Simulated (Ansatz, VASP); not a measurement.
# Ba3SbS2 in VASP and in Ansatz

File INCAR:

```
PREC = Accurate ; ENCUT = 520
EDIFF = 1E-6 ; ISMEAR = 0
SIGMA = 0.1 ; LREAL = False
LASPH = True ; NELM = 60
ALGO = Normal ; ISIF = 2
LWAVE = False ; LCHARG = False
GGA = PE ; NBANDS = 32
```

KPOINTS

```
Automatic mesh
0
Gamma
  3 3 3
```

POSCAR

```
Ba3SbS2
1.0
    3.0534294700      1.7628983300      7.1840173900
   -3.0534294700      1.7628983300      7.1840173900
    0.0000000000     -3.5257966600      7.1840173900
Ba Sb S
3 1 2
Direct
    0.6860436700      0.6860436700      0.6860436700
    0.3139563300      0.3139563300      0.3139563300
    0.5000000000      0.5000000000      0.5000000000
    0.0000000000      0.0000000000      0.0000000000
    0.1966646300      0.1966646300      0.1966646300
    0.8033353700      0.8033353700      0.8033353700
```

Input for Ansatz:

```yaml
crystal:
  lattice:
    - [3.05342947, 1.76289833, 7.18401739]
    - [-3.05342947, 1.76289833, 7.18401739]
    - [0.0, -3.52579666, 7.18401739]
  atoms:
    - { symbol: Ba, position: [0.68604367, 0.68604367, 0.68604367] }
    - { symbol: Ba, position: [0.31395633, 0.31395633, 0.31395633] }
    - { symbol: Ba, position: [0.5, 0.5, 0.5] }
    - { symbol: Sb, position: [0.0, 0.0, 0.0] }
    - { symbol: S, position: [0.19666463, 0.19666463, 0.19666463] }
    - { symbol: S, position: [0.80333537, 0.80333537, 0.80333537] }
basis:
  ecutwfc: 420
kpoints:
  mp_grid: { grid: [3, 3, 3] }
hamiltonian:
  xc: pbe
scf:
  occupations: { method: gaussian, width: 0.1 }
  lower_state_search: "off"
output:
  forces: true
  stress: true
  eigenvalues: true
```

Alike in both runs: task single point; functional PBE; k mesh 3 × 3 × 3; occupations gaussian, width 0.1 eV; no spin polarisation.

|  | VASP | Ansatz |
| --- | --- | --- |
| version | VASP 6.6.1 | Ansatz 0.2.0 |
| potentials or method | VASP PAW PBE potentials, release 64 (Ba_sv, Sb, S), cutoff 520 eV | scalar-relativistic, plane waves, PAW |
| valence electrons in the cell | 47 | 57 |

Ansatz gave:

| Quantity | Value |
| --- | --- |
| gap on the k mesh at the Fermi level (eV) | none |
| pressure (GPa) | 1.1 |
| traceless stress, the component that is largest in VASP (GPa) | 5.98 |
| rms of the force components (eV/Å) | 0.639 |

Question: What did VASP give for the same quantities?

Answer: gap on the k mesh at the Fermi level (eV): none; pressure (GPa): 1.8; traceless stress, the component that is largest in VASP (GPa): 6.69; rms of the force components (eV/Å): 0.817.

Atom by atom the forces differ by 0.179 eV/Å (rms over components). A gap of «none» marks a metal or a gap that the smearing closes. The functional is the same, so the differences come from potentials, cutoffs and numerics. VASP's potentials hold 47 valence electrons a cell and Ansatz's 57, so a difference there can come from the potentials and not from the codes.

The k mesh is coarse, so the values compare programs but aren't converged. Neither program's run includes spin-orbit coupling.
